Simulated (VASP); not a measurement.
# AlO5 (R32) in VASP: single point with PBE

Aim: the single point of AlO5 with PBE.

Everything below comes from runs of VASP 6.6.1. Logs are shortened: lines on timing, memory, paths and dates and some standing lists are left out, and cuts for length are marked.

**1. The cell of the first run**

The structure is trigonal, space group R32 (No. 155). The conventional cell has a = 4.565 Å, b = 4.565 Å, c = 12.344 Å, α = 90.00°, β = 90.00°, γ = 120.00°. Al (site symmetry 32) has 12 O at 2.50 to 2.64 Å within 3.3 Å. O (site symmetry 2) has 12 O at 2.47 to 3.40 Å and 2 Al at 2.50 Å within 3.4 Å. Within 3.4 Å of O (site symmetry 3) lie 12 O at 2.56 to 3.40 Å and 3 Al at 2.64 Å.

The cell was generated, and may not be a known phase.

**2. Single point, PBE, collinear spin, ferromagnetic start**

INCAR

```
ALGO = Normal
EDIFF = 1E-7
ENCUT = 520
GGA = PE
ISIF = 2
ISMEAR = 0
ISPIN = 2
LASPH = T
LCHARG = T
LELF = T
LORBIT = 11
LREAL = F
LVHAR = T
LWAVE = F
MAGMOM = 0 1 1 1 1 1
NBANDS = 30
NELM = 150
PREC = Accurate
SIGMA = 0.1
```

KPOINTS

```
k-points
0
Gamma
  6 6 6
```

POSCAR

```
AlO5
1.0
    2.2822928800      1.3176824100      4.1147381800
   -2.2822928800      1.3176824100      4.1147381800
    0.0000000000     -2.6353648200      4.1147381800
Al O
1 5
Direct
    0.5000000000      0.5000000000      0.5000000000
    0.6195728200      0.3804271800      0.0000000000
    0.1525402500      0.1525402500      0.1525402500
    0.0000000000      0.6195728200      0.3804271800
    0.3804271800      0.0000000000      0.6195728200
    0.8474597500      0.8474597500      0.8474597500
```

Potentials or basis: VASP PAW PBE potentials, release 64 (Al, O).

Run with:

```
$ cat potpaw_PBE.64/Al/POTCAR potpaw_PBE.64/O/POTCAR > POTCAR
$ mpirun -np 1 vasp_std > vasp.out
```

OUTCAR:

```text
EDIFF = 1E-7
   ENCUT = 520
   GGA = PE
   ISIF = 2
   ISMEAR = 0
   ISPIN = 2
   LASPH = T
   LORBIT = 11
   LREAL = F
   NELM = 150
   PREC = Accurate

 ion  position               nearest neighbor table
   1  0.500  0.500  0.500-   5 2.50   4 2.50   5 2.50   4 2.50   2 2.50   2 2.50   3 2.64   6 2.64
                             3 2.64   6 2.64   3 2.64   6 2.64
   2  0.620  0.380  0.000-   1 2.50   1 2.50
   3  0.153  0.153  0.153-   1 2.64   1 2.64   1 2.64
   4  0.000  0.620  0.380-   1 2.50   1 2.50
   5  0.380  0.000  0.620-   1 2.50   1 2.50
   6  0.847  0.847  0.847-   1 2.64   1 2.64   1 2.64

  LATTYP: Found a trigonal (rhomboedric) cell.
 ALAT       =     4.8863297078
 COS(alpha) =     0.5636778996

  Lattice vectors:

 A1 = (   2.2822928800,   1.3176824100,   4.1147381800)
 A2 = (  -2.2822928800,   1.3176824100,   4.1147381800)
 A3 = (   0.0000000000,  -2.6353648200,   4.1147381800)

Analysis of symmetry for initial positions (statically):
=====================================================================
 Subroutine PRICEL returns:
 Original cell was already a primitive cell.

 Routine SETGRP: Setting up the symmetry group for a
 trigonal (rhombohedral) supercell.

 Subroutine GETGRP returns: Found  6 space group operations
 (whereof  6 operations were pure point group operations)
 out of a pool of 12 trial point group operations.

The static configuration has the point symmetry D_3 .

Analysis of symmetry for dynamics (positions and initial velocities):
=====================================================================
 Subroutine PRICEL returns:
 Original cell was already a primitive cell.

 Routine SETGRP: Setting up the symmetry group for a
 trigonal (rhombohedral) supercell.

 Subroutine GETGRP returns: Found  6 space group operations
 (whereof  6 operations were pure point group operations)
 out of a pool of 12 trial point group operations.

The dynamic configuration has the point symmetry D_3 .

Analysis of structural, dynamic, and magnetic symmetry:
=====================================================================
 Subroutine PRICEL returns:
 Original cell was already a primitive cell.

 Routine SETGRP: Setting up the symmetry group for a
 trigonal (rhombohedral) supercell.

 Subroutine GETGRP returns: Found  6 space group operations
 (whereof  6 operations were pure point group operations)
 out of a pool of 12 trial point group operations.

The overall configuration has the point symmetry D_3 .

 Subroutine INISYM returns: Found  6 space group operations
 (whereof  6 operations are pure point group operations),
 and found     1 'primitive' translations

----------------------------------------------------------------------------------------

                                     Primitive cell

  volume of cell :      74.2464

  direct lattice vectors                    reciprocal lattice vectors
     2.282292880  1.317682410  4.114738180     0.219077930  0.126484702  0.081009610
    -2.282292880  1.317682410  4.114738180    -0.219077930  0.126484702  0.081009610
     0.000000000 -2.635364820  4.114738180     0.000000000 -0.252969404  0.081009610

  length of vectors
     4.886329708  4.886329708  4.886329709     0.265623937  0.265623937  0.265623937

  position of ions in fractional coordinates (direct lattice)
     0.500000000  0.500000000  0.500000000
     0.619572820  0.380427180  0.000000000
     0.152540250  0.152540250  0.152540250
     0.000000000  0.619572820  0.380427180
     0.380427180  0.000000000  0.619572820
     0.847459750  0.847459750  0.847459750

  ion indices of the primitive-cell ions
   primitive index   ion index
                 1           1
                 2           2
                 3           3
                 4           4
                 5           5
                 6           6

[... 28 lines left out ...]
  0.000000  0.000000  0.000000      1.000000
  0.166667 -0.000000 -0.000000      6.000000
  0.333333 -0.000000 -0.000000      6.000000
  0.500000 -0.000000 -0.000000      3.000000
  0.166667  0.166667 -0.000000      6.000000
  0.333333  0.166667 -0.000000     12.000000
[... 16 lines left out ...]
  0.500000  0.500000  0.166667      6.000000
 -0.333333  0.500000  0.166667     12.000000
 [... further k-points ...]
   k-points           NKPTS =     32   k-points in BZ     NKDIM =     32   number of bands    NBANDS=     30
   number of dos      NEDOS =    301   number of ions     NIONS =      6
   total plane-waves  NPLWV =  46656
   dimension x,y,z NGX =    36 NGY =   36 NGZ =   36
   dimension x,y,z NGXF=    72 NGYF=   72 NGZF=   72
   ions per type =               1   5
   NGX,Y,Z   is equivalent  to a cutoff of  12.25, 12.25, 12.25 a.u.
   NGXF,Y,Z  is equivalent  to a cutoff of  24.50, 24.50, 24.50 a.u.
 SYSTEM =  unknown system
   PREC   = accura    normal or accurate (medium, high low for compatibility)
   ISTART =      0    job   : 0-new  1-cont  2-samecut
   ICHARG =      2    charge: 1-file 2-atom 10-const
   ISPIN  =      2    spin polarized calculation?
   LNONCOLLINEAR =      F non collinear calculations
   LSORBIT =      F    spin-orbit coupling
   LASPH  =      T    aspherical Exc in radial PAW
   ENCUT  =  520.0 eV  38.22 Ry    6.18 a.u.   9.09  9.09  9.09*2*pi/ulx,y,z
   NELM   =    150;   NELMIN=  2; NELMDL= -5     # of ELM steps
   EDIFF  = 0.1E-06   stopping-criterion for ELM
   LREAL  =      F    real-space projection
   EDIFFG = 0.1E-05   stopping-criterion for IOM
   NSW    =      0    number of steps for IOM
   IBRION =     -1    ionic relax: 0-MD 1-quasi-New 2-CG
   NFREE  =      0    steps in history (QN), initial steepest desc. (CG)
   ISIF   =      2    stress and relaxation
   ISYM   =      2    0-nonsym 1-usesym 2-fastsym
   POTIM  = 0.5000    time-step for ionic-motion
   TEBEG  =    0.0;   TEEND  =   0.0 temperature during run
   PSTRESS=    0.0 pullay stress
   NELECT =      33.0000    total number of electrons
   NUPDOWN=      -1.0000    fix difference up-down
   EMIN   =  10.00;   EMAX   =-10.00  energy-range for DOS
   EFERMI =   0.00;   METHOD = LEGACY
   ISMEAR =     0;   SIGMA  =   0.10  broadening in eV -4-tet -1-fermi 0-gaus
   EFERMI_NEDOS =   21; number of points for ismear=-14 and -15
   IALGO  =     38    algorithm
   IMIX   =      4    mixing-type and parameters
     AMIX     =   0.40;   BMIX     =  1.00
     AMIX_MAG =   1.60;   BMIX_MAG =  1.00
  volume/ion in A,a.u.               =      12.37        83.51
  Fermi-wavevector in a.u.,A,eV,Ry     =   1.249360  2.360948 21.237341  1.560901
  Thomas-Fermi vector in A             =   2.383404
   LORBIT       =     11    0 simple, 1 ext, 2 COOP (PROOUT), +10 PAW based schemes
   GGA     = PE    functional components
   LHFCALC =     F    Hartree Fock is set to
   AEXX    =    0.0000 exact exchange contribution
   IVDW    =     0    specifies the selected vdW correction
   LEPSILON=     F    determine dielectric tensor
   LRPA    =     F    only Hartree local field effects (RPA)
 spin polarized calculation
 Gauss-broadening in eV      SIGMA  =   0.10
  energy-cutoff  :      520.00
  volume of cell :       74.25
 maximum number of plane-waves:      2016
   NGX = 19   NGY = 19   NGZ = 19

 number of electron      32.9999990 magnetization       7.0006007

 Free energy of the ion-electron system (eV)
  ---------------------------------------------------
  ext. energy  EPLUGINS =         0.00000000
  ---------------------------------------------------
  free energy    TOTEN  =       -22.62839685 eV

  energy without entropy =      -22.61419668  energy(sigma->0) =      -22.62129677

 E-fermi :   0.8434     XC(G=0):  -9.9090

 val. band max:        0.8350023678   @ k =   0.3333   0.1667   0.1667
 cond. band min:       0.8442652798   @ k =  -0.3333   0.3333   0.0000
 fundamental gap:      0.0092629120
 Fermi energy:         0.8433936042

 spin component 1

 k-point     1 :       0.0000    0.0000    0.0000
  band No.  band energies     occupation
      1     -18.2021      1.00000
      2     -16.4554      1.00000
      3     -16.1392      1.00000
      4     -16.1392      1.00000
      5     -16.1283      1.00000
      6      -4.1085      1.00000
[... 733 lines left out ...]
     27      14.8450      0.00000
     28      15.2900      0.00000

 [... further k-points ...]

 spin component 2

 k-point     1 :       0.0000    0.0000    0.0000
  band No.  band energies     occupation
      1     -16.0398      1.00000
      2     -14.0367      1.00000
      3     -13.7060      1.00000
      4     -13.5460      1.00000
      5     -13.5460      1.00000
      6      -2.7710      1.00000
[... 733 lines left out ...]
     27      15.1748      0.00000
     28      15.3667      0.00000

 [... further k-points ...]

 [bands above 28 left out]

------------------------ aborting loop because EDIFF is reached ----------------------------------------

  FORCE on cell =-STRESS in cart. coord.  units (eV):
  Direction    XX          YY          ZZ          XY          YZ          ZX
  --------------------------------------------------------------------------------------
  -------------------------------------------------------------------------------------
  Total       -8.3633998     -8.3633998    -11.0261266      0.0000000     -0.0000000      0.0000000
  in kB     -180.4753370   -180.4753374   -237.9348060      0.0000000     -0.0000000      0.0000000
  external PRESSURE =    -199.6284935 kB  Pullay stress =       0.0000000 kB

 VOLUME and BASIS-vectors are now :
 -----------------------------------------------------------------------------
  energy-cutoff  :      520.00
  volume of cell :       74.25
      direct lattice vectors                 reciprocal lattice vectors
     2.282292880  1.317682410  4.114738180     0.219077930  0.126484702  0.081009610
    -2.282292880  1.317682410  4.114738180    -0.219077930  0.126484702  0.081009610
     0.000000000 -2.635364820  4.114738180     0.000000000 -0.252969404  0.081009610

 POSITION                                       TOTAL-FORCE (eV/Angst)
 -----------------------------------------------------------------------------------
      0.00000      0.00000      6.17211        -0.000000      0.000000      0.000000
      0.54580      1.31768      4.11474        -0.247957      0.000000     -0.000000
      0.00000      0.00000      1.88299        -0.000000      0.000000      0.132973
     -1.41405     -0.18616      4.11474         0.123978     -0.214737      0.000000
      0.86825     -1.13152      4.11474         0.123978      0.214737      0.000000
      0.00000      0.00000     10.46122        -0.000000      0.000000     -0.132973
 -----------------------------------------------------------------------------------
    total drift:                                0.000000      0.000000     -0.000000

  FREE ENERGIE OF THE ION-ELECTRON SYSTEM (eV)
  ---------------------------------------------------
  free  energy   TOTEN  =       -22.6283968510 eV

  energy  without entropy=      -22.6141966824  energy(sigma->0) =      -22.62129677

 total charge

# of ion       s       p       d       tot
------------------------------------------
    1        0.282   0.149   0.000   0.431
    2        1.624   3.019   0.000   4.642
    3        1.620   3.027   0.000   4.647
    4        1.624   3.019   0.000   4.642
    5        1.624   3.019   0.000   4.642
    6        1.620   3.027   0.000   4.647
--------------------------------------------------
tot          8.393  15.258   0.000  23.651

 magnetization (x)

# of ion       s       p       d       tot
------------------------------------------
    1       -0.068  -0.031   0.000  -0.099
    2        0.015   1.253   0.000   1.267
    3        0.012   1.173   0.000   1.185
    4        0.015   1.253   0.000   1.267
    5        0.015   1.253   0.000   1.267
    6        0.012   1.173   0.000   1.185
--------------------------------------------------
tot         -0.001   6.074   0.000   6.073
```

It took 2.1 min on 1 thread of Intel Xeon Platinum 8259CL at 2.50GHz (Skylake/Cascade Lake), shared host; peak memory 0.29 GiB.

Results:

```yaml
Free_energy: -22.6284 eV
Pressure: -20.0 GPa
Largest_force: 0.248 eV/Å
Band_gap_on_the_k_mesh: zero (filled and empty bands overlap)
Net_moment: 7.00 μB per cell
Site_moments: Al -0.10; O +1.27, +1.19 (each value once) μB
Valence_electrons_inside_the_program's_atomic_spheres: Al 0.43; O 4.64, 4.65 (each value once)
```

Forces on the atoms (eV/Å):
```
Al   0.000  0.000  0.000
O   -0.248  0.000  0.000
O    0.000  0.000  0.133
O    0.124 -0.215  0.000
O    0.124  0.215  0.000
O    0.000  0.000 -0.133
```

Caveat: the stress differs along the axes, from -24 to -18 GPa.
